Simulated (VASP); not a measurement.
# CsH (P1) in VASP: single point with BLYP

Aim: the single point of CsH with BLYP.

Program: VASP 6.6.1. These are calculated values, not measurements. Logs are shortened: lines on timing, memory, paths and dates and some standing lists are left out, and cuts for length are marked.

### 1 The cell of the first run

The typed cell holds 2 atoms: a = 3.818 Å, b = 3.818 Å, c = 3.818 Å, α = 90.00°, β = 90.00°, γ = 90.00°.

### 2 Single point, BLYP

INCAR reads:

```
SYSTEM = CsH
PREC = Accurate ; ENCUT = 520
EDIFF = 1E-7 ; ISMEAR = 0
SIGMA = 0.01 ; LREAL = .False.
LASPH = .True. ; NELM = 100
ALGO = Normal ; ISIF = 2
LWAVE = .False. ; LCHARG = .False.
GGA = B5 ; ALDAX = 1.0
AGGAX = 1.0 ; AGGAC = 1.0
ALDAC = 0.0 ; NBANDS = 12
```

KPOINTS reads:

```
regular mesh
0
Gamma
  7 7 7
  0 0 0
```

POSCAR reads:

```
CsH
1.0
    3.8184085400      0.0000000000      0.0000000000
    0.0000000000      3.8184085400      0.0000000000
    0.0000000000      0.0000000000      3.8184085400
Cs H
1 1
Direct
    0.0023400000     -0.0023200000     -0.0047990000
    0.4949800000      0.4995230000      0.4982020000
```

Potentials or basis: VASP PAW PBE potentials, release 64 (Cs_sv, H).

On the command line:

```
> cat potpaw_PBE.64/Cs_sv/POTCAR potpaw_PBE.64/H/POTCAR > POTCAR
> mpirun -np 1 vasp_std > vasp.out
```

OUTCAR:

```text
SYSTEM = CsH
   PREC = Accurate
   ENCUT = 520
   EDIFF = 1E-7
   ISMEAR = 0
   LREAL = .False.
   LASPH = .True.
   NELM = 100
   ISIF = 2
   GGA = B5

 ion  position               nearest neighbor table
   1  0.002  0.998  0.995-
   2  0.495  0.500  0.498-

  LATTYP: Found a simple cubic cell.
 ALAT       =     3.8184085400

  Lattice vectors:

 A1 = (   3.8184085400,   0.0000000000,   0.0000000000)
 A2 = (   0.0000000000,   3.8184085400,   0.0000000000)
 A3 = (   0.0000000000,   0.0000000000,   3.8184085400)

Analysis of symmetry for initial positions (statically):
=====================================================================
 Subroutine PRICEL returns:
 Original cell was already a primitive cell.

 Routine SETGRP: Setting up the symmetry group for a
 simple cubic supercell.

 Subroutine GETGRP returns: Found  1 space group operations
 (whereof  1 operations were pure point group operations)
 out of a pool of 48 trial point group operations.

The static configuration has the point symmetry C_1 .

Analysis of symmetry for dynamics (positions and initial velocities):
=====================================================================
 Subroutine PRICEL returns:
 Original cell was already a primitive cell.

 Routine SETGRP: Setting up the symmetry group for a
 simple cubic supercell.

 Subroutine GETGRP returns: Found  1 space group operations
 (whereof  1 operations were pure point group operations)
 out of a pool of 48 trial point group operations.

The dynamic configuration has the point symmetry C_1 .

 Subroutine INISYM returns: Found  1 space group operations
 (whereof  1 operations are pure point group operations),
 and found     1 'primitive' translations

----------------------------------------------------------------------------------------

                                     Primitive cell

  volume of cell :      55.6733

  direct lattice vectors                    reciprocal lattice vectors
     3.818408540  0.000000000  0.000000000     0.261889211  0.000000000  0.000000000
     0.000000000  3.818408540  0.000000000     0.000000000  0.261889211  0.000000000
     0.000000000  0.000000000  3.818408540     0.000000000  0.000000000  0.261889211

  length of vectors
     3.818408540  3.818408540  3.818408540     0.261889211  0.261889211  0.261889211

  position of ions in fractional coordinates (direct lattice)
     0.002340000  0.997680000  0.995201000
[... 79 lines left out ...]
   LREAL  =      F    real-space projection
   EDIFFG = 0.1E-05   stopping-criterion for IOM
   NSW    =      0    number of steps for IOM
   IBRION =     -1    ionic relax: 0-MD 1-quasi-New 2-CG
   NFREE  =      0    steps in history (QN), initial steepest desc. (CG)
   ISIF   =      2    stress and relaxation
   ISYM   =      2    0-nonsym 1-usesym 2-fastsym
   POTIM  = 0.5000    time-step for ionic-motion
   TEBEG  =    0.0;   TEEND  =   0.0 temperature during run
   PSTRESS=    0.0 pullay stress
   NELECT =      10.0000    total number of electrons
   NUPDOWN=      -1.0000    fix difference up-down
   EMIN   =  10.00;   EMAX   =-10.00  energy-range for DOS
   EFERMI =   0.00;   METHOD = LEGACY
   ISMEAR =     0;   SIGMA  =   0.01  broadening in eV -4-tet -1-fermi 0-gaus
   EFERMI_NEDOS =   21; number of points for ismear=-14 and -15
   IALGO  =     38    algorithm
   IMIX   =      4    mixing-type and parameters
     AMIX     =   0.40;   BMIX     =  1.00
     AMIX_MAG =   1.60;   BMIX_MAG =  1.00
  volume/ion in A,a.u.               =      27.84       187.85
  Fermi-wavevector in a.u.,A,eV,Ry     =   0.923689  1.745519 11.608509  0.853201
  Thomas-Fermi vector in A             =   2.049353
   LORBIT       =      0    0 simple, 1 ext, 2 COOP (PROOUT), +10 PAW based schemes
   GGA     = B5    functional components
   LHFCALC =     F    Hartree Fock is set to
   AEXX    =    0.0000 exact exchange contribution
   IVDW    =     0    specifies the selected vdW correction
   LEPSILON=     F    determine dielectric tensor
   LRPA    =     F    only Hartree local field effects (RPA)
 non-spin polarized calculation
 Gauss-broadening in eV      SIGMA  =   0.01
  energy-cutoff  :      520.00
  volume of cell :       55.67
 maximum number of plane-waves:      1511
   NGX = 15   NGY = 15   NGZ = 15

 number of electron      10.0000000 magnetization

 Free energy of the ion-electron system (eV)
  ---------------------------------------------------
  ext. energy  EPLUGINS =         0.00000000
  ---------------------------------------------------
  free energy    TOTEN  =        -4.11743380 eV

  energy without entropy =       -4.11743380  energy(sigma->0) =       -4.11743380

 E-fermi :   0.8627     XC(G=0):  -7.4893

 val. band max:        0.7463380759   @ k =   0.4286   0.4286   0.4286
 cond. band min:       3.9739881530   @ k =   0.0000   0.4286   0.0000
 fundamental gap:      3.2276500772
 Fermi energy:         0.8627044271

 k-point     1 :       0.0000    0.0000    0.0000
  band No.  band energies     occupation
      1     -20.8014      2.00000
      2      -6.9021      2.00000
      3      -6.9019      2.00000
      4      -6.9019      2.00000
      5      -0.8700      2.00000
      6       4.4199      0.00000
      7       4.4203      0.00000
      8       8.1588      0.00000
      9      10.3627      0.00000
     10      10.3628      0.00000
     11      10.3631      0.00000
     12      11.5811      0.00000
[... 331 lines left out ...]
 k-point    24 :      -0.1429    0.0000    0.2857
  band No.  band energies     occupation
      1     -20.6801      2.00000
      2      -7.8387      2.00000
      3      -7.1156      2.00000
      4      -6.7837      2.00000
      5       0.1446      2.00000
      6       4.7469      0.00000
      7       5.4551      0.00000
      8       7.3398      0.00000
      9       8.0267      0.00000
     10       8.6664      0.00000
     11       9.7341      0.00000
     12      11.5285      0.00000

 [... further k-points ...]
[... 5 lines left out ...]
  --------------------------------------------------------------------------------------
  -------------------------------------------------------------------------------------
  Total        0.5379350      0.5377205      0.5379707     -0.0004863      0.0002461     -0.0008154
  in kB       15.4807937     15.4746193     15.4818207     -0.0139945      0.0070825     -0.0234664
  external PRESSURE =      15.4790779 kB  Pullay stress =       0.0000000 kB

 VOLUME and BASIS-vectors are now :
 -----------------------------------------------------------------------------
  energy-cutoff  :      520.00
  volume of cell :       55.67
      direct lattice vectors                 reciprocal lattice vectors
     3.818408540  0.000000000  0.000000000     0.261889211  0.000000000  0.000000000
     0.000000000  3.818408540  0.000000000     0.000000000  0.261889211  0.000000000
     0.000000000  0.000000000  3.818408540     0.000000000  0.000000000  0.261889211

 POSITION                                       TOTAL-FORCE (eV/Angst)
 -----------------------------------------------------------------------------------
      0.00894      3.80955      3.80008        -0.010008      0.002518      0.004138
      1.89004      1.90738      1.90234         0.010008     -0.002518     -0.004138
 -----------------------------------------------------------------------------------
    total drift:                               -0.000067     -0.000012      0.000032

  FREE ENERGIE OF THE ION-ELECTRON SYSTEM (eV)
  ---------------------------------------------------
  free  energy   TOTEN  =        -4.1174337995 eV

  energy  without entropy=       -4.1174337995  energy(sigma->0) =       -4.11743380
```

OSZICAR:

```text
N       E                     dE             d eps       ncg     rms          rms(c)
DAV:   1     0.442947442178E+02    0.44295E+02   -0.42783E+03  4128   0.699E+02
DAV:   2    -0.169731174802E+01   -0.45992E+02   -0.43408E+02  5116   0.116E+02
DAV:   3    -0.503770948933E+01   -0.33404E+01   -0.33345E+01  5176   0.336E+01
DAV:   4    -0.506103108571E+01   -0.23322E-01   -0.23320E-01  4668   0.323E+00
DAV:   5    -0.506111311153E+01   -0.82026E-04   -0.82025E-04  5264   0.203E-01    0.399E+00
DAV:   6    -0.427343083106E+01    0.78768E+00   -0.78509E-01  4684   0.314E+00    0.161E+00
DAV:   7    -0.410631440700E+01    0.16712E+00   -0.72924E-01  4636   0.292E+00    0.631E-01
DAV:   8    -0.412534117053E+01   -0.19027E-01   -0.81873E-02  4332   0.117E+00    0.366E-01
DAV:   9    -0.411748652172E+01    0.78546E-02   -0.13071E-02  4900   0.429E-01    0.862E-02
DAV:  10    -0.411740687119E+01    0.79651E-04   -0.19870E-03  4584   0.174E-01    0.227E-02
DAV:  11    -0.411743089488E+01   -0.24024E-04   -0.49175E-05  4788   0.436E-02    0.990E-03
DAV:  12    -0.411743354321E+01   -0.26483E-05   -0.83336E-06  4828   0.131E-02    0.692E-03
DAV:  13    -0.411743379886E+01   -0.25565E-06   -0.21574E-06  4416   0.859E-03    0.920E-04
DAV:  14    -0.411743379951E+01   -0.64495E-09   -0.76476E-08  4656   0.164E-03
   1 F= -.41174338E+01 E0= -.41174338E+01  d E =-.190489E-62
```

Run time: 48 s. Hardware: 1 thread of AMD EPYC 9R45 (Zen 5), shared host; peak memory 0.21 GiB.

Results:

* Free energy: -4.1174 eV
* Pressure: 1.5 GPa
* Largest force: 0.011 eV/Å
* Band gap on the k mesh: 3.23 eV, indirect (least direct gap 3.31 eV)

Forces on the atoms (eV/Å):
```
Cs  -0.010  0.003  0.004
H    0.010 -0.003 -0.004
```

Caveat: the PAW data sets were made with another functional, which shifts forces and pressure a little; spin-orbit coupling is left out, which moves the levels of the heavy elements. A k mesh can miss the band edges.
